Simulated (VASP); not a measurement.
A run of VASP 6.6.1 is set up as follows.

File POSCAR:

```
SiNi
1.0
    5.0951574399      0.0000000000      0.0000000000
    0.0000000000      3.3548870807      0.0000000000
    0.0000000000      0.0000000000      5.5687061802
Si Ni
4 4
Direct
    0.3212467171      0.7500000000      0.0839724209
    0.1787532829      0.2500000000      0.5839724209
    0.8212467171      0.7500000000      0.4160275791
    0.6787532829      0.2500000000      0.9160275791
    0.0077394436      0.2500000000      0.1891701580
    0.4922605564      0.7500000000      0.6891701580
    0.5077394436      0.2500000000      0.3108298420
    0.9922605564      0.7500000000      0.8108298420
```

File INCAR.step1:

```
SYSTEM = SiNi
PREC = Accurate
ENCUT = 520
ISMEAR = 0
SIGMA = 0.1
LREAL = .FALSE.
LASPH = .TRUE.
NELM = 100
NBANDS = 38
GGA = PE
ALGO = Normal
EDIFF = 1E-4
LWAVE = .TRUE.
LCHARG = .FALSE.
```

INCAR.step2

```
SYSTEM = SiNi
PREC = Accurate
ENCUT = 520
EDIFF = 1E-6
ISMEAR = 0
SIGMA = 0.1
LREAL = .FALSE.
LASPH = .TRUE.
NELM = 100
ALGO = Normal
ISIF = 2
LWAVE = .FALSE.
LCHARG = .FALSE.
METAGGA = R2SCAN
LMIXTAU = .TRUE.
NBANDS = 38
ISTART = 1
```

Contents of KPOINTS:

```
Automatic mesh
0
G
  8 12 8
  0 0 0
```

Potentials or basis: VASP PAW PBE potentials, release 64 (Si, Ni).

Run with:

```console
$ cat potpaw_PBE.64/Si/POTCAR potpaw_PBE.64/Ni/POTCAR > POTCAR
$ cp INCAR.step1 INCAR
$ mpirun -np 1 vasp_std > vasp.out
$ cp INCAR.step2 INCAR
$ mpirun -np 1 vasp_std > vasp.out
```

Q: What does it give for the largest force?

A: 0.012 eV/Å.

Q: What does it give for the band gap on the k mesh?

A: Zero (bands 28 and 29 overlap by 1.95 eV).

Stress tensor (GPa, compression positive):
```
 0.05  0.00  0.00
 0.00 -0.07  0.00
 0.00  0.00  0.14
```

Caveat: the PAW data sets were made with another functional, which shifts forces and pressure a little. Spin polarisation is off, so any magnetic state and its effect on volume and gap are missing.
